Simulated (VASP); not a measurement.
Runs of VASP 6.6.1 on LiH. Symmetry: Fm-3m, No. 225, cubic system. Conventional cell: a = 4.007 Å, b = 4.007 Å, c = 4.007 Å, α = 90.00°, β = 90.00°, γ = 90.00°. Li (site symmetry m-3m) has 6 H at 2.00 Å within 2.7 Å. Within 2.7 Å of H (site symmetry m-3m) lie 6 Li at 2.00 Å. 

| level | k mesh | grid for exact exchange (PRECFOCK) | screening parameter | gap on the mesh (eV) |
| --- | --- | --- | --- | --- |
| HSE06 | 8 × 8 × 8 | Normal | 0.2079 1/Å | 3.97 |
| PBE | 8 × 8 × 8 | - | - | 2.98 |
| r2SCAN | 8 × 8 × 8 | - | - | (a) |
| PBE | 12 × 12 × 12 | - | - | 2.98 |
| PBE0 | 8 × 8 × 8 | Normal | - | 4.67 |

Alike in all rows: task single point; potentials or basis VASP PAW PBE potentials, release 64 (Li_sv, H); no spin polarisation; cell as given; cutoff (eV) 520; smearing gaussian 0.01 eV.

Fill in the values left out.

(a) 3.58.

A k mesh can miss the band edges.
